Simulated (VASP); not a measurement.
Write the native input for VASP 6.6.1 that does the following.

```yaml
Task: single point
Functional: PBE
Potentials_or_basis: VASP PAW PBE potentials, release 64 (Cu, Si)
Cutoff: 520 eV
k_mesh: 1 × 1 × 1, shifted
Occupations: fermi-dirac, width 0.1853 eV
Spin: no spin polarisation
Dipole_correction: no
Further_INCAR_settings: LREAL = Auto; ALGO = Normal; EDIFF = 1e-07; NBANDS = 118; ISYM = 0
```

The structure of Cu5Si3 lies in POSCAR:

```
Cu5Si3
1.0
    6.7017400000      0.1472560000     -0.1241750000
    0.1472560000      6.7720700000      0.0166020000
   -0.1241750000      0.0166020000      6.8991740000
Cu Si
15 9
Direct
    0.2810899336      0.5518485440      0.9786080990
    0.8317346098      0.3384034635      0.6486655462
    0.4898378363      0.9413760399      0.1556439783
    0.7393309910      0.9717474677      0.4861584118
    0.1423529824      0.8701571398      0.1265273687
    0.5847425977      0.1576243276      0.9448357924
    0.5296134666      0.3131609489      0.2315005614
    0.9691012379      0.6716127988      0.8132840294
    0.1067143053      0.4733670227      0.2994859109
    0.9103358357     -0.0006745378      0.8743286009
    0.8874996845      0.3667826979      0.0197711997
    0.2442547495     -0.1067128416      0.7991118908
    0.2583534159      0.2412493608      0.0832038464
    0.5676007965      0.8623508726      0.7911037002
    0.4165061129      0.6682504701      0.2795455445
    0.7416402638      0.6696579603      0.5056281402
    0.5144105678      0.4092143303      0.5863671732
    0.2391723608      0.6402642131      0.5941672962
    0.3977740609      0.1041133639      0.4494274393
    0.1325049269      0.2092331874      0.7310602849
    0.7373139783      0.6878418546      0.1893088090
    0.9108634060      0.2180577436      0.3483070972
    0.0657349199      0.9536346920      0.4444193451
    0.6068141911      0.5199051811      0.9075828043
```

The input as run:

INCAR

```
SYSTEM = Cu5Si3
ALGO     = Normal         ! electronic algorithm
EDIFF    = 1E-7           ! SCF threshold, eV
ENCUT    = 520            ! plane-wave cutoff, eV
GGA      = PE             ! functional
ISIF     = 2              ! what is computed and relaxed
ISMEAR   = -1             ! smearing method
ISYM     = 0            
LASPH    = .True.         ! aspherical terms in the spheres
LCHARG   = .False.        ! write CHGCAR
LREAL    = Auto         
LWAVE    = .False.        ! write WAVECAR
NBANDS   = 118            ! bands
NELM     = 80             ! most SCF steps
PREC     = Accurate       ! precision mode
SIGMA    = 0.1853         ! smearing width, eV
```

KPOINTS

```
Automatic mesh
0
Gamma
  1 1 1
  0.25 0.25 0.25
```

Potentials or basis: VASP PAW PBE potentials, release 64 (Cu, Si).

Launch:

```console
$ cat potpaw_PBE.64/Cu/POTCAR potpaw_PBE.64/Si/POTCAR > POTCAR
$ mpirun -np 1 vasp_std > vasp.out
```

It gave:

```yaml
Pressure: 16.4 GPa
Largest_force: 4.475 eV/Å
```

Caveat: the k points lie up to 0.94 Å⁻¹ apart.

Run time: 6 min on 1 thread of AMD EPYC 7R13 (shared host), peak memory 0.32 GiB.
